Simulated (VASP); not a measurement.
Ag, 6 atoms in the cell. The cell holds a slab with vacuum, 6 atoms: a = 2.869 Å, b = 2.869 Å, c = 26.696 Å, α = 90.00°, β = 90.00°, γ = 120.00°. 

- Program: VASP 6.6.1
- Task: single point
- Functional: PBEsol
- Potentials or basis: VASP PAW PBE potentials, release 64 (Ag)
- Cutoff: 520 eV
- k mesh: 12 × 12 × 1
- Occupations: gaussian, width 0.1 eV
- Spin: no spin polarisation
- Dipole correction: yes
- Further INCAR settings: ALGO = Normal; EDIFF = 1e-06; NBANDS = 42

Potentials or basis: VASP PAW PBE potentials, release 64 (Ag).

Run with:

```sh
$ cat potpaw_PBE.64/Ag/POTCAR > POTCAR
$ mpirun -np 1 vasp_std > vasp.out
```

Hardware: 1 thread of Intel Xeon 6975P-C, on a shared host.

Task: Estimate the wall time of this run.

Result: Run time: 3.8 min on 1 thread of Intel Xeon 6975P-C, with other jobs on the host, peak memory 0.38 GiB. Counts: scf iterations 22, k points 19.
